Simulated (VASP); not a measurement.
In4Sb3As: single point with PBE

In4Sb3As:

```
In Sb As
1.0
     4.64135    0.00000    0.00000
     0.00000    4.64135    0.00000
     0.00000    0.00000   12.89301
In Sb As
4 3 1
Direct
  0.50000 0.00000 0.87063
  0.00000 0.50000 0.12937
  0.50000 0.00000 0.38750
  0.00000 0.50000 0.61250
  0.00000 0.00000 0.74169
  0.50000 0.50000 0.00000
  0.00000 0.00000 0.25831
  0.50000 0.50000 0.50000
```

```json
{
  "Program": "VASP 6.6.1",
  "Task": "single point",
  "Functional": "PBE",
  "Potentials or basis": "VASP PAW PBE potentials, release 64 (In_d, Sb, As)",
  "Cutoff": "520 eV",
  "k mesh": "4 × 4 × 2",
  "Occupations": "gaussian, width 0.1 eV",
  "Spin": "no spin polarisation"
}
```

```json
{
 "Pressure": "0.1 GPa",
 "Largest force": "0.003 eV/Å",
 "Band gap on the k mesh": "0.02 eV"
}
```

Forces in eV/Å, atoms in the order of the input:
```
In   0.000  0.000  0.001
In   0.000  0.000 -0.001
In   0.000  0.000 -0.002
In   0.000  0.000  0.002
Sb   0.000  0.000 -0.003
Sb   0.000  0.000  0.000
Sb   0.000  0.000  0.003
As   0.000  0.000  0.000
```

Stress tensor (GPa, compression positive):
```
0.17 0.00 0.00
0.00 0.17 0.00
0.00 0.00 0.07
```

Levels at points of the mesh, in eV from the valence-band top:
```csv
k point,band 34,band 35,band 36,band 37,band 38,band 39
"(0.00, 0.00, 0.00)",-0.65,0.00,0.00,0.02,1.29,1.46
"(0.50, 0.00, 0.00)",-0.86,-0.83,-0.79,0.26,0.65,1.82
"(0.50, 0.50, 0.00)",-2.02,-2.02,-1.99,1.45,1.53,1.53
"(0.00, 0.00, 0.50)",-0.61,-0.38,-0.38,1.14,1.17,1.46
"(0.50, 0.00, 0.50)",-0.84,-0.83,-0.82,0.97,1.43,1.49
"(0.50, 0.50, 0.50)",-2.31,-2.26,-2.21,2.19,2.19,2.26
```

Wall time 77 s on 1 thread of Intel(R) Xeon(R) 6975P-C (Granite Rapids), on a shared host, peak memory 0.42 GiB.

Caveat: the smearing spreads over this small gap; semilocal functionals underestimate gaps, and a narrow one can read as zero; spin-orbit coupling is left out, which moves the levels of the heavy elements. A k mesh can miss the band edges.
